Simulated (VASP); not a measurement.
# KYSe2 (P4/mmm) in VASP: single point with PBE

Aim: the single point of KYSe2 with PBE.

Program: VASP 6.6.1. These are calculated values, not measurements. Logs are shortened: lines on timing, memory, paths and dates and some standing lists are left out, and cuts for length are marked.

### Step 1. The cell of the first run

It takes space group P4/mmm (No. 123, tetragonal). The conventional cell has a = 4.320 Å, b = 4.320 Å, c = 5.868 Å, α = 90.00°, β = 90.00°, γ = 90.00°. K (site symmetry 4/mmm) has 6 Se at 2.93 to 3.05 Å within 3.9 Å. Se (site symmetry 4/mmm) has 2 K at 2.93 Å and 4 Y at 3.05 Å within 3.9 Å. Within 3.9 Å of Se (site symmetry 4/mmm) lie 2 Y at 2.93 Å and 4 K at 3.05 Å. Within 3.9 Å of Y (site symmetry 4/mmm) lie 6 Se at 2.93 to 3.05 Å.

### Step 2. Single point, PBE

File INCAR:

```
SYSTEM = KYSe2
  PREC = Accurate
  ENCUT = 520
  EDIFF = 1E-7
  ISMEAR = 0
  SIGMA = 0.01
  LREAL = .FALSE.
  LASPH = .TRUE.
  NELM = 80
  ALGO = Normal
  ISIF = 2
  LWAVE = .FALSE.
  LCHARG = .FALSE.
  GGA = PE
  NBANDS = 24
```

File KPOINTS:

```
Automatic mesh
0
G
  4 4 4
  0 0 0
```

File POSCAR:

```
KYSe2
1.0
    4.3197464731      0.0000000000      0.0000000000
    0.0000000000      4.3197464731      0.0000000000
    0.0000000000      0.0000000000      5.8682761278
K Se Y
1 2 1
Direct
    0.0000000000      0.0000000000      0.0000000000
    0.0000000000      0.0000000000      0.5000000000
    0.5000000000      0.5000000000      0.0000000000
    0.5000000000      0.5000000000      0.5000000000
```

Potentials or basis: VASP PAW PBE potentials, release 64 (K_sv, Se, Y_sv).

On the command line:

```
cat potpaw_PBE.64/K_sv/POTCAR potpaw_PBE.64/Se/POTCAR potpaw_PBE.64/Y_sv/POTCAR > POTCAR
mpirun -np 1 vasp_std > vasp.out
```

OUTCAR:

```text
SYSTEM = KYSe2
   PREC = Accurate
   ENCUT = 520
   EDIFF = 1E-7
   ISMEAR = 0
   LREAL = .FALSE.
   LASPH = .TRUE.
   NELM = 80
   ISIF = 2
   GGA = PE

 ion  position               nearest neighbor table
   1  0.000  0.000  0.000-   2 2.93   2 2.93   3 3.05   3 3.05   3 3.05   3 3.05
   2  0.000  0.000  0.500-   1 2.93   1 2.93   4 3.05   4 3.05   4 3.05   4 3.05
   3  0.500  0.500  0.000-   4 2.93   4 2.93   1 3.05   1 3.05   1 3.05   1 3.05
   4  0.500  0.500  0.500-   3 2.93   3 2.93   2 3.05   2 3.05   2 3.05   2 3.05

  LATTYP: Found a simple tetragonal cell.
 ALAT       =     4.3197464731
 C/A-ratio  =     1.3584769764

  Lattice vectors:

 A1 = (   4.3197464731,   0.0000000000,   0.0000000000)
 A2 = (   0.0000000000,   4.3197464731,   0.0000000000)
 A3 = (   0.0000000000,   0.0000000000,   5.8682761278)

Analysis of symmetry for initial positions (statically):
=====================================================================
 Subroutine PRICEL returns:
 Original cell was already a primitive cell.

 Routine SETGRP: Setting up the symmetry group for a
 simple tetragonal supercell.

 Subroutine GETGRP returns: Found 16 space group operations
 (whereof 16 operations were pure point group operations)
 out of a pool of 16 trial point group operations.

The static configuration has the point symmetry D_4h.

Analysis of symmetry for dynamics (positions and initial velocities):
=====================================================================
 Subroutine PRICEL returns:
 Original cell was already a primitive cell.

 Routine SETGRP: Setting up the symmetry group for a
 simple tetragonal supercell.

 Subroutine GETGRP returns: Found 16 space group operations
 (whereof 16 operations were pure point group operations)
 out of a pool of 16 trial point group operations.

The dynamic configuration has the point symmetry D_4h.

 Subroutine INISYM returns: Found 16 space group operations
 (whereof 16 operations are pure point group operations),
 and found     1 'primitive' translations

----------------------------------------------------------------------------------------

                                     Primitive cell

  volume of cell :     109.5033

  direct lattice vectors                    reciprocal lattice vectors
     4.319746473  0.000000000  0.000000000     0.231495067  0.000000000  0.000000000
     0.000000000  4.319746473  0.000000000     0.000000000  0.231495067  0.000000000
     0.000000000  0.000000000  5.868276128     0.000000000  0.000000000  0.170407796

  length of vectors
     4.319746473  4.319746473  5.868276128     0.231495067  0.231495067  0.170407796

  position of ions in fractional coordinates (direct lattice)
     0.000000000  0.000000000  0.000000000
     0.000000000  0.000000000  0.500000000
     0.500000000  0.500000000  0.000000000
     0.500000000  0.500000000  0.500000000

  ion indices of the primitive-cell ions
   primitive index   ion index
                 1           1
                 2           2
                 3           3
                 4           4

----------------------------------------------------------------------------------------

 KPOINTS: Automatic mesh

Automatic generation of k-mesh.
 Grid dimensions read from file:
 generate k-points for:    4    4    4

 Generating k-lattice:

  Cartesian coordinates                     Fractional coordinates (reciprocal lattice)
     0.057873767  0.000000000  0.000000000     0.250000000  0.000000000  0.000000000
     0.000000000  0.057873767  0.000000000     0.000000000  0.250000000  0.000000000
     0.000000000  0.000000000  0.042601949     0.000000000  0.000000000  0.250000000

  Length of vectors
     0.057873767  0.057873767  0.042601949

  Shift w.r.t. Gamma in fractional coordinates (k-lattice)
     0.000000000  0.000000000  0.000000000

 Subroutine IBZKPT returns following result:
 ===========================================

 Found     18 irreducible k-points:

 Following reciprocal coordinates:
            Coordinates               Weight
  0.000000  0.000000  0.000000      1.000000
  0.250000  0.000000  0.000000      4.000000
  0.500000  0.000000  0.000000      2.000000
  0.250000  0.250000  0.000000      4.000000
  0.500000  0.250000  0.000000      4.000000
  0.500000  0.500000  0.000000      1.000000
[... 10 lines left out ...]
  0.500000  0.250000  0.500000      4.000000
  0.500000  0.500000  0.500000      1.000000
   k-points           NKPTS =     18   k-points in BZ     NKDIM =     18   number of bands    NBANDS=     24
   number of dos      NEDOS =    301   number of ions     NIONS =      4
   total plane-waves  NPLWV =  49152
   dimension x,y,z NGX =    32 NGY =   32 NGZ =   48
   dimension x,y,z NGXF=    64 NGYF=   64 NGZF=   96
   ions per type =               1   2   1
   NGX,Y,Z   is equivalent  to a cutoff of  12.32, 12.32, 13.60 a.u.
   NGXF,Y,Z  is equivalent  to a cutoff of  24.63, 24.63, 27.20 a.u.
 SYSTEM =  KYSe2
   PREC   = accura    normal or accurate (medium, high low for compatibility)
   ISTART =      0    job   : 0-new  1-cont  2-samecut
   ICHARG =      2    charge: 1-file 2-atom 10-const
   ISPIN  =      1    spin polarized calculation?
   LNONCOLLINEAR =      F non collinear calculations
   LSORBIT =      F    spin-orbit coupling
   LASPH  =      T    aspherical Exc in radial PAW
   ENCUT  =  520.0 eV  38.22 Ry    6.18 a.u.   8.03  8.03 10.91*2*pi/ulx,y,z
   NELM   =     80;   NELMIN=  2; NELMDL= -5     # of ELM steps
   EDIFF  = 0.1E-06   stopping-criterion for ELM
   LREAL  =      F    real-space projection
   EDIFFG = 0.1E-05   stopping-criterion for IOM
   NSW    =      0    number of steps for IOM
   IBRION =     -1    ionic relax: 0-MD 1-quasi-New 2-CG
   NFREE  =      0    steps in history (QN), initial steepest desc. (CG)
   ISIF   =      2    stress and relaxation
   ISYM   =      2    0-nonsym 1-usesym 2-fastsym
   POTIM  = 0.5000    time-step for ionic-motion
   TEBEG  =    0.0;   TEEND  =   0.0 temperature during run
   PSTRESS=    0.0 pullay stress
   NELECT =      32.0000    total number of electrons
   NUPDOWN=      -1.0000    fix difference up-down
   EMIN   =  10.00;   EMAX   =-10.00  energy-range for DOS
   EFERMI =   0.00;   METHOD = LEGACY
   ISMEAR =     0;   SIGMA  =   0.01  broadening in eV -4-tet -1-fermi 0-gaus
   EFERMI_NEDOS =   21; number of points for ismear=-14 and -15
   IALGO  =     38    algorithm
   IMIX   =      4    mixing-type and parameters
     AMIX     =   0.40;   BMIX     =  1.00
     AMIX_MAG =   1.60;   BMIX_MAG =  1.00
  volume/ion in A,a.u.               =      27.38       184.74
  Fermi-wavevector in a.u.,A,eV,Ry     =   1.086382  2.052964 16.057941  1.180225
  Thomas-Fermi vector in A             =   2.222517
   LORBIT       =      0    0 simple, 1 ext, 2 COOP (PROOUT), +10 PAW based schemes
   GGA     = PE    functional components
   LHFCALC =     F    Hartree Fock is set to
   AEXX    =    0.0000 exact exchange contribution
   IVDW    =     0    specifies the selected vdW correction
   LEPSILON=     F    determine dielectric tensor
   LRPA    =     F    only Hartree local field effects (RPA)
 non-spin polarized calculation
 Gauss-broadening in eV      SIGMA  =   0.01
  energy-cutoff  :      520.00
  volume of cell :      109.50
 maximum number of plane-waves:      2976
   NGX = 17   NGY = 17   NGZ = 21

 number of electron      32.0000004 magnetization

 Free energy of the ion-electron system (eV)
  ---------------------------------------------------
  ext. energy  EPLUGINS =         0.00000000
  ---------------------------------------------------
  free energy    TOTEN  =       -20.27564044 eV

  energy without entropy =      -20.27564044  energy(sigma->0) =      -20.27564044

 E-fermi :   2.2986     XC(G=0):  -9.0820

 val. band max:        2.2175873260   @ k =   0.0000   0.0000   0.0000
 cond. band min:       2.4045673449   @ k =   0.0000   0.0000   0.0000
 fundamental gap:      0.1869800189
 Fermi energy:         2.2985909300

 k-point     1 :       0.0000    0.0000    0.0000
  band No.  band energies     occupation
      1     -41.2579      2.00000
      2     -26.1505      2.00000
      3     -21.2105      2.00000
      4     -21.2105      2.00000
      5     -21.0729      2.00000
      6     -10.2847      2.00000
[... 16 lines left out ...]
     23       7.3716      0.00000
     24       8.1460      0.00000

 k-point     2 :       0.2500    0.0000    0.0000
  band No.  band energies     occupation
      1     -41.2570      2.00000
      2     -26.1471      2.00000
      3     -21.2387      2.00000
      4     -21.2067      2.00000
      5     -21.0709      2.00000
      6     -10.2051      2.00000
[... 16 lines left out ...]
     23       8.2235      0.00000
     24       8.6542      0.00000

 k-point     3 :       0.5000    0.0000    0.0000
  band No.  band energies     occupation
      1     -41.2561      2.00000
      2     -26.1436      2.00000
      3     -21.2666      2.00000
      4     -21.2029      2.00000
      5     -21.0689      2.00000
      6     -10.3630      2.00000
[... 16 lines left out ...]
     23       7.7191      0.00000
     24       9.1070      0.00000

 k-point     4 :       0.2500    0.2500    0.0000
  band No.  band energies     occupation
      1     -41.2562      2.00000
      2     -26.1438      2.00000
      3     -21.2350      2.00000
      4     -21.2308      2.00000
      5     -21.0690      2.00000
      6     -10.1524      2.00000
[... 16 lines left out ...]
     23       8.5401      0.00000
     24       9.2528      0.00000

 k-point     5 :       0.5000    0.2500    0.0000
  band No.  band energies     occupation
      1     -41.2553      2.00000
      2     -26.1406      2.00000
      3     -21.2588      2.00000
      4     -21.2271      2.00000
      5     -21.0671      2.00000
      6     -10.1579      2.00000
[... 16 lines left out ...]
     23       8.6957      0.00000
     24       9.1512      0.00000

 k-point     6 :       0.5000    0.5000    0.0000
  band No.  band energies     occupation
      1     -41.2544      2.00000
      2     -26.1375      2.00000
      3     -21.2511      2.00000
      4     -21.2511      2.00000
      5     -21.0653      2.00000
      6     -10.0130      2.00000
[... 16 lines left out ...]
     23       9.1757      0.00000
     24       9.2782      0.00000
[... 217 lines left out ...]
 k-point    15 :       0.5000    0.0000    0.5000
  band No.  band energies     occupation
      1     -41.2561      2.00000
      2     -26.1431      2.00000
      3     -21.2668      2.00000
      4     -21.2028      2.00000
      5     -21.0753      2.00000
      6     -10.6798      2.00000
[... 16 lines left out ...]
     23       8.2897      0.00000
     24       9.1639      0.00000

 k-point    16 :       0.2500    0.2500    0.5000
  band No.  band energies     occupation
      1     -41.2562      2.00000
      2     -26.1433      2.00000
      3     -21.2350      2.00000
      4     -21.2306      2.00000
      5     -21.0753      2.00000
      6     -10.7374      2.00000
[... 16 lines left out ...]
     23       8.1300      0.00000
     24       8.5217      0.00000

 k-point    17 :       0.5000    0.2500    0.5000
  band No.  band energies     occupation
      1     -41.2553      2.00000
      2     -26.1400      2.00000
      3     -21.2588      2.00000
      4     -21.2269      2.00000
      5     -21.0734      2.00000
      6     -10.6965      2.00000
[... 16 lines left out ...]
     23       8.3309      0.00000
     24       8.6453      0.00000

 k-point    18 :       0.5000    0.5000    0.5000
  band No.  band energies     occupation
      1     -41.2544      2.00000
      2     -26.1370      2.00000
      3     -21.2508      2.00000
      4     -21.2508      2.00000
      5     -21.0715      2.00000
      6     -10.7139      2.00000
[... 16 lines left out ...]
     23       7.9886      0.00000
     24      10.0303      0.00000

------------------------ aborting loop because EDIFF is reached ----------------------------------------

  FORCE on cell =-STRESS in cart. coord.  units (eV):
  Direction    XX          YY          ZZ          XY          YZ          ZX
  --------------------------------------------------------------------------------------
  -------------------------------------------------------------------------------------
  Total        0.5093955      0.5093955      0.5168023      0.0000000      0.0000000     -0.0000000
  in kB        7.4531294      7.4531294      7.5615000      0.0000000      0.0000000     -0.0000000
  external PRESSURE =       7.4892529 kB  Pullay stress =       0.0000000 kB

 VOLUME and BASIS-vectors are now :
 -----------------------------------------------------------------------------
  energy-cutoff  :      520.00
  volume of cell :      109.50
      direct lattice vectors                 reciprocal lattice vectors
     4.319746473  0.000000000  0.000000000     0.231495067  0.000000000  0.000000000
     0.000000000  4.319746473  0.000000000     0.000000000  0.231495067  0.000000000
     0.000000000  0.000000000  5.868276128     0.000000000  0.000000000  0.170407796

 POSITION                                       TOTAL-FORCE (eV/Angst)
 -----------------------------------------------------------------------------------
      0.00000      0.00000      0.00000         0.000000      0.000000      0.000000
      0.00000      0.00000      2.93414         0.000000      0.000000      0.000000
      2.15987      2.15987      0.00000         0.000000      0.000000      0.000000
      2.15987      2.15987      2.93414         0.000000      0.000000      0.000000
 -----------------------------------------------------------------------------------
    total drift:                                0.000000     -0.000000     -0.000000

  FREE ENERGIE OF THE ION-ELECTRON SYSTEM (eV)
  ---------------------------------------------------
  free  energy   TOTEN  =       -20.2756404352 eV

  energy  without entropy=      -20.2756404352  energy(sigma->0) =      -20.27564044
```

It used 80 s of CPU time on 1 thread of AMD EPYC 7R13 Processor (Zen 3), on a shared host.

What came out:

```yaml
Free_energy: -20.2756 eV
Pressure: 0.7 GPa
Band_gap_on_the_k_mesh: 0.19 eV, direct
```

A k mesh can miss the band edges.
